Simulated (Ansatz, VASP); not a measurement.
## MgB2: VASP beside Ansatz

```
CELL_PARAMETERS angstrom
3.08500 0.00000 0.00000
-1.54250 2.67169 0.00000
0.00000 0.00000 3.52300
ATOMIC_POSITIONS crystal
Mg 0.00000 0.00000 0.00000
B 0.66667 0.33333 0.50000
B 0.33333 0.66667 0.50000
```

Alike in both runs: task single point; functional PBE-based global hybrid with a share of 0.1 of exact exchange; k mesh 6 × 6 × 4; occupations fermi-dirac, width 0.05 eV; no spin polarisation.

|  | VASP | Ansatz |
| --- | --- | --- |
| version | VASP 6.6.1 | Ansatz 0.2.0 |
| potentials or method | VASP PAW PBE potentials, release 64 (Mg, B) | Ansatz PAW |
| plane-wave cutoff (eV) | 520 | 420 |
| valence electrons in the cell | 8 | 16 |

VASP gave:

* gap on the k mesh at the Fermi level (eV): none
* pressure (GPa): -2.1
* traceless stress, the component that is largest in VASP (GPa): -2.88

Problem. Estimate Ansatz's values.

Solution. gap on the k mesh at the Fermi level (eV): none; pressure (GPa): -1.8; traceless stress, the component that is largest in VASP (GPa): -2.80.

VASP's potentials were made for PBE, not for PBE-based global hybrid. A gap of «none» marks a metal or a gap that the smearing closes. VASP's potentials hold 8 valence electrons a cell and Ansatz's 16, so a difference there can come from the potentials and not from the codes.

The k mesh is coarse, so the values compare programs but aren't converged.
